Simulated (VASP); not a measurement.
Wanted: the native input for a VASP 6.6.1 run.

```yaml
Task: single point
Functional: PBEsol
Dispersion: D4
Potentials_or_basis: VASP PAW PBE potentials, release 64 (Hf_pv, O)
Cutoff: 520 eV
k_mesh: 8 × 8 × 8
Occupations: gaussian, width 0.01 eV
Spin: no spin polarisation
Dipole_correction: no
Further_INCAR_settings: ALGO = Normal; EDIFF = 1e-06; NBANDS = 18
```

The structure of HfO2 lies in POSCAR:

```
HfO2
1.0
    0.0000000000      2.5575000000      2.5575000000
    2.5575000000      0.0000000000      2.5575000000
    2.5575000000      2.5575000000      0.0000000000
Hf O
1 2
Direct
    0.0000000000      0.0000000000      0.0000000000
    0.2500000000      0.2500000000      0.2500000000
    0.7500000000      0.7500000000      0.7500000000
```

The input as run:

INCAR

```
SYSTEM = HfO2
PREC = Accurate
ENCUT = 520
EDIFF = 1E-6
ISMEAR = 0
SIGMA = 0.01
LREAL = .FALSE.
LASPH = .TRUE.
NELM = 100
ALGO = Normal
ISIF = 2
LWAVE = .FALSE.
LCHARG = .FALSE.
GGA = PS
IVDW = 13
NBANDS = 18
```

KPOINTS

```
regular mesh
0
G
  8 8 8
  0 0 0
```

Potentials or basis: VASP PAW PBE potentials, release 64 (Hf_pv, O).

Command:

```bash
$ cat potpaw_PBE.64/Hf_pv/POTCAR potpaw_PBE.64/O/POTCAR > POTCAR
$ mpirun -np 1 vasp_std > vasp.out
```

It gave:

```yaml
Pressure: -15.2 GPa
Band_gap_on_the_k_mesh: 3.60 eV, direct
Dispersion_energy_per_atom: -0.108 eV
```

Caveat: the PAW data sets were made with another functional, which shifts forces and pressure a little; spin-orbit coupling is left out, which moves the levels of the heavy elements.

Wall time 11 s on 1 thread of AMD EPYC 9R45 (Zen 5), with other jobs on the host, peak memory 0.13 GiB.
